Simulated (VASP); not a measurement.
# Sc6H (P2/m) in VASP: relaxation of cell and atoms with PBE

Aim: the relaxation of cell and atoms of Sc6H with PBE.

Program: VASP 6.6.1. These are calculated values, not measurements. Logs are shortened: lines on timing, memory, paths and dates and some standing lists are left out, and cuts for length are marked.

**1. The cell of the first run**

Symmetry: P2/m, No. 10, monoclinic system. Conventional cell: a = 5.102 Å, b = 6.474 Å, c = 5.107 Å, α = 90.00°, β = 119.89°, γ = 90.00°. Within 2.9 Å of Sc (site symmetry 1) lie 1 H at 2.20 Å. Within 3.4 Å of Sc (site symmetry 2/m) lie 2 H at 2.55 Å and 14 Sc at 3.24 to 3.37 Å. Sc (site symmetry 2/m) has 14 Sc at 3.24 to 3.36 Å and 4 H at 4.12 Å within 4.3 Å. Within 2.9 Å of H (site symmetry 2/m) lie 6 Sc at 2.20 to 2.55 Å.

**2. Relaxation of cell and atoms, PBE**

The input, INCAR:

```
SYSTEM = Sc6H
PREC     = Accurate       ! precision mode
ENCUT    = 500            ! plane-wave cutoff, eV
EDIFF    = 1E-7           ! SCF threshold, eV
ISMEAR   = 0              ! smearing method
SIGMA    = 0.1            ! smearing width, eV
LREAL    = .FALSE.        ! projectors in reciprocal space
LASPH    = .TRUE.         ! aspherical terms in the spheres
NELM     = 120            ! most SCF steps
ALGO     = Normal         ! electronic algorithm
ISIF     = 3              ! what is computed and relaxed
LWAVE    = .FALSE.        ! write WAVECAR
LCHARG   = .FALSE.        ! write CHGCAR
GGA      = PE             ! functional
IBRION   = 2              ! ionic algorithm
NSW      = 90             ! ionic steps
EDIFFG   = -0.025         ! ionic threshold
GGA_COMPAT= .FALSE.      
NELMIN   = 4            
KPAR     = 4
```

The input, KPOINTS:

```
Automatic mesh
0
G
  8 8 6
  0 0 0
```

The input, POSCAR:

```
Sc6H
1.0
    4.4265653403     -2.5592309321      0.0023926497
    4.4201213843      2.5480373008      0.0023866289
   -0.0035272243     -0.0000031482      6.4739452318
Sc H
6 1
Direct
    0.3354231601      0.3323797077      0.5012381308
    0.3354237232      0.3323789114      0.9987522480
    0.0000000000      0.0000000000      0.2500000000
    0.0000000000      0.0000000000      0.7500000000
    0.6645768399      0.6676202923     -0.0012381308
    0.6645762768      0.6676210886      0.5012477520
    0.0000000000      0.5000000000      0.2500000000
```

Potentials or basis: VASP PAW PBE potentials, release 64 (Sc_sv, H).

Run with:

```sh
> cat potpaw_PBE.64/Sc_sv/POTCAR potpaw_PBE.64/H/POTCAR > POTCAR
> mpirun -np 4 vasp_std > vasp.out
```

OUTCAR:

```text
SYSTEM = Sc6H
   PREC = Accurate
   ENCUT = 500
   EDIFF = 1E-7
   ISMEAR = 0
   LREAL = .FALSE.
   LASPH = .TRUE.
   NELM = 120
   ISIF = 3
   GGA = PE
   IBRION = 2
   NSW = 90
   EDIFFG = -0.025
   NELMIN = 4

 ion  position               nearest neighbor table
   1  0.335  0.332  0.501-   6 2.94   6 2.94   6 2.97   2 3.22   2 3.25   4 3.35   4 3.36   3 3.36
                             4 3.36   3 3.37   3 3.37
   2  0.335  0.332  0.999-   5 2.94   5 2.94   5 2.97   1 3.22   1 3.25   4 3.35   4 3.36   3 3.36
                             4 3.36   3 3.37   3 3.37
   3  0.000  0.000  0.250-   4 3.24   4 3.24   5 3.36   1 3.36   6 3.36   2 3.36   5 3.37   1 3.37
                             6 3.37   2 3.37   5 3.37   1 3.37   6 3.37   2 3.37
   4  0.000  0.000  0.750-   3 3.24   3 3.24   6 3.35   2 3.35   1 3.35   5 3.35   6 3.36   2 3.36
                             1 3.36   5 3.36   6 3.36   2 3.36   1 3.36   5 3.36
   5  0.665  0.668  0.999-   2 2.94   2 2.94   2 2.97   6 3.22   6 3.25   4 3.35   4 3.36   3 3.36
                             4 3.36   3 3.37   3 3.37
   6  0.665  0.668  0.501-   1 2.94   1 2.94   1 2.97   5 3.22   5 3.25   4 3.35   4 3.36   3 3.36
                             4 3.36   3 3.37   3 3.37
   7  0.000  0.500  0.250-

  LATTYP: Found a simple monoclinic cell.
 ALAT       =     5.1019577452
 B/A-ratio  =     1.2689141141
 C/A-ratio  =     1.0010416693
 COS(beta)  =    -0.4983299419

  Lattice vectors:

 A1 = (   4.4201213843,   2.5480373008,   0.0023866289)
 A2 = (  -0.0035272243,  -0.0000031482,   6.4739452318)
 A3 = (   0.0064439560,  -5.1072682329,   0.0000060208)

Analysis of symmetry for initial positions (statically):
=====================================================================
 Subroutine PRICEL returns:
 Original cell was already a primitive cell.

 Routine SETGRP: Setting up the symmetry group for a
 simple monoclinic supercell.

 Subroutine GETGRP returns: Found  4 space group operations
 (whereof  2 operations were pure point group operations)
 out of a pool of  4 trial point group operations.

The static configuration has the point symmetry C_2 .
 The point group associated with its full space group is C_2h.

Analysis of symmetry for dynamics (positions and initial velocities):
=====================================================================
 Subroutine PRICEL returns:
[... 188 lines left out ...]
     4.420121384  2.548037301  0.002386629     0.113284560  0.195942323  0.000061817
    -0.003527224 -0.000003148  6.473945232    -0.000083447  0.000000077  0.154465271

 POSITION                                       TOTAL-FORCE (eV/Angst)
 -----------------------------------------------------------------------------------
      2.95216     -0.01151      3.24658         0.005516     -0.011850      0.035517
      2.95041     -0.01152      6.46746         0.005555     -0.011850     -0.035511
     -0.00088     -0.00000      1.61849         0.000000     -0.000000      0.000000
     -0.00265     -0.00000      4.85546         0.000000     -0.000000      0.000000
      5.88923      0.00031      6.46911        -0.005516      0.011850     -0.035517
      5.89099      0.00032      3.24823        -0.005555      0.011850      0.035511
      2.20918      1.27402      1.61968         0.000000     -0.000000      0.000000
 -----------------------------------------------------------------------------------
    total drift:                               -0.000000     -0.000000      0.000000

  FREE ENERGIE OF THE ION-ELECTRON SYSTEM (eV)
  ---------------------------------------------------
  free  energy   TOTEN  =       -41.3907284346 eV

  energy  without entropy=      -41.3363029353  energy(sigma->0) =      -41.36351568

--------------------------------------- Ionic step        2  -------------------------------------------

 number of electron      67.0000007 magnetization

 Free energy of the ion-electron system (eV)
  ---------------------------------------------------
  ext. energy  EPLUGINS =         0.00000000
  ---------------------------------------------------
  free energy    TOTEN  =       -41.39127544 eV

  energy without entropy =      -41.33674905  energy(sigma->0) =      -41.36401225

 E-fermi :   3.8122     XC(G=0): -10.0010

 val. band max:        3.8117154815   @ k =  -0.1250   0.3750   0.1667
 cond. band min:       3.8130942275   @ k =   0.1250   0.1250   0.1667
 fundamental gap:      0.0013787459
 Fermi energy:         3.8121946545

 k-point     1 :       0.0000    0.0000    0.0000
  band No.  band energies     occupation
      1     -45.6606      2.00000
      2     -45.5749      2.00000
      3     -45.5540      2.00000
      4     -45.4797      2.00000
      5     -45.4608      2.00000
      6     -45.4586      2.00000
[... 1021 lines left out ...]
     39       5.0077      0.00000
     40       5.1814      0.00000

 [... further k-points ...]

------------------------ aborting loop because EDIFF is reached ----------------------------------------

  FORCE on cell =-STRESS in cart. coord.  units (eV):
  Direction    XX          YY          ZZ          XY          YZ          ZX
  --------------------------------------------------------------------------------------
  -------------------------------------------------------------------------------------
  Total       -0.0306854      0.0544612     -0.0639845     -0.0351067     -0.0000190      0.0000183
  in kB       -0.3353325      0.5951557     -0.6992273     -0.3836486     -0.0002072      0.0002000
  external PRESSURE =      -0.1464680 kB  Pullay stress =       0.0000000 kB

 VOLUME and BASIS-vectors are now :
 -----------------------------------------------------------------------------
  energy-cutoff  :      500.00
  volume of cell :      146.61
      direct lattice vectors                 reciprocal lattice vectors
     4.430847272 -2.565758269  0.002394965     0.112616144 -0.195269727  0.000061263
     4.421887970  2.550196217  0.002387581     0.113303361  0.195665368  0.000061827
    -0.003527443 -0.000003145  6.474315824    -0.000083442  0.000000077  0.154456430

 POSITION                                       TOTAL-FORCE (eV/Angst)
 -----------------------------------------------------------------------------------
      2.95445     -0.01356      3.24848        -0.000705     -0.001810      0.021878
      2.95270     -0.01356      6.46612        -0.000681     -0.001810     -0.021879
      4.42101      2.55020      1.62097        -0.000000      0.000000      0.000000
      4.41924      2.55019      4.85812        -0.000000     -0.000000      0.000000
      5.89299     -0.00201      6.46777         0.000705      0.001810     -0.021878
      5.89475     -0.00201      3.25014         0.000681      0.001810      0.021879
      2.21006      1.27510      1.61977        -0.000000      0.000000      0.000000
 -----------------------------------------------------------------------------------
    total drift:                               -0.000000     -0.000000     -0.000000

  FREE ENERGIE OF THE ION-ELECTRON SYSTEM (eV)
  ---------------------------------------------------
  free  energy   TOTEN  =       -41.3912754396 eV

  energy  without entropy=      -41.3367490541  energy(sigma->0) =      -41.36401225

 reached required accuracy - stopping structural energy minimisation
```

Wall time 4.4 min (4 MPI ranks of AMD EPYC 9R45 (Zen 5), shared host); peak memory 0.64 GiB.

Results:

```
Free energy                            : -41.3913 eV
Relaxed volume                         : 20.94 Å³/atom
Relaxed cell                           : a = 5.120 Å, b = 5.105 Å, c = 6.474 Å, α = 90.00°, β = 90.00°, γ = 60.05°
Space group after relaxing (to 0.05 Å) : Cmmm (No. 65)
Energy gained by relaxing              : 0.1 meV/atom
Ionic steps                            : 2
Pressure after relaxing                : 0.0 GPa
Largest force after relaxing           : 0.022 eV/Å
```

Forces in eV/Å, atoms in the order of the input:
```
Sc  -0.001 -0.002  0.022
Sc  -0.001 -0.002 -0.022
Sc   0.000  0.000  0.000
Sc   0.000  0.000  0.000
Sc   0.001  0.002 -0.022
Sc   0.001  0.002  0.022
H    0.000  0.000  0.000
```

The path:
```
step  energy change (eV)  largest force (eV/Å)  pressure (GPa)  volume (Å³)
   1              0.0000                0.0378            0.13       146.25
   2             -0.0005                0.0220           -0.01       146.61
```

Final structure:
```yaml
crystal:
  lattice:
    - [4.43085, -2.56576, 0.00239]
    - [4.42189, 2.55020, 0.00239]
    - [-0.00353, 0.00000, 6.47432]
  atoms:
    - { symbol: Sc, position: [0.33557, 0.33230, 0.50150] }
    - { symbol: Sc, position: [0.33557, 0.33230, 0.99849] }
    - { symbol: Sc, position: [0.00000, 0.00000, 0.25000] }
    - { symbol: Sc, position: [0.00000, 0.00000, 0.75000] }
    - { symbol: Sc, position: [0.66443, 0.66770, 0.99850] }
    - { symbol: Sc, position: [0.66443, 0.66770, 0.50151] }
    - { symbol: H, position: [0.00000, 0.50000, 0.25000] }
```

Levels at points of the mesh, in eV from the Fermi level:
```tsv
k point	band 30	band 31	band 32	band 33	band 34	band 35	band 36	band 37
(0.00, 0.00, 0.00)	-0.80	-0.56	-0.51	-0.32	-0.17	-0.02	0.00	0.52
(0.50, 0.00, 0.00)	-0.74	-0.30	-0.13	-0.07	0.41	0.51	0.57	0.60
(0.00, 0.50, 0.00)	-1.36	-0.53	-0.12	-0.09	0.35	0.53	0.56	0.58
(0.50, 0.50, 0.00)	-1.36	-0.53	-0.12	-0.09	0.35	0.53	0.56	0.58
(0.00, 0.00, 0.50)	-0.44	-0.42	-0.39	-0.38	-0.34	-0.28	-0.26	1.54
(0.50, 0.00, 0.50)	-0.85	-0.32	-0.09	0.20	0.29	0.34	0.39	0.54
(0.00, 0.50, 0.50)	-0.96	-0.85	-0.12	0.18	0.25	0.30	0.32	0.66
(0.50, 0.50, 0.50)	-0.96	-0.85	-0.11	0.18	0.24	0.29	0.32	0.66
```
